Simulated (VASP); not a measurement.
A run of VASP 6.6.1:

The input POSCAR:

```
MgB2
1.0
    3.0364562238      0.0000000000      0.0000000000
   -1.5182281119      2.6296482273      0.0000000000
    0.0000000000      0.0000000000      3.4519174224
Mg B
1 2
Direct
    0.0000000000      0.0000000000      0.0000000000
    0.3333333333      0.6666666667      0.5000000000
    0.6666666667      0.3333333333      0.5000000000
```

The input INCAR.step1:

```
  ALGO = Normal
  EDIFF = 1E-5
  ENCUT = 660
  GGA = PE
  GGA_COMPAT = False
  ISMEAR = -1
  LASPH = True
  LCHARG = False
  LREAL = False
  LWAVE = True
  NBANDS = 15
  NELM = 120
  PREC = Accurate
  SIGMA = 0.1
```

Contents of INCAR.step2:

```
  ALGO = Normal
  EDIFF = 1E-6
  ENCUT = 660
  GGA_COMPAT = False
  ISIF = 2
  ISMEAR = -1
  ISTART = 1
  LASPH = True
  LCHARG = False
  LMIXTAU = True
  LREAL = False
  LWAVE = False
  METAGGA = R2SCAN
  NBANDS = 15
  NELM = 120
  PREC = Accurate
  SIGMA = 0.1
```

KPOINTS

```
k-points
0
Gamma
  15 15 12
```

Potentials or basis: VASP PAW PBE potentials, release 64 (Mg_sv, B).

Run with:

```sh
$ cat potpaw_PBE.64/Mg_sv/POTCAR potpaw_PBE.64/B/POTCAR > POTCAR
$ cp INCAR.step1 INCAR
$ mpirun -np 1 vasp_std > vasp.out
$ cp INCAR.step2 INCAR
$ mpirun -np 1 vasp_std > vasp.out
```

Hardware: 1 thread of Intel(R) Xeon(R) Platinum 8488C (Sapphire Rapids) (shared host).

Estimate the wall time of this run.

Wall time 4.7 min on 1 thread of Intel(R) Xeon(R) Platinum 8488C (Sapphire Rapids) (shared host), peak memory 0.24 GiB. Counts: k points 189.
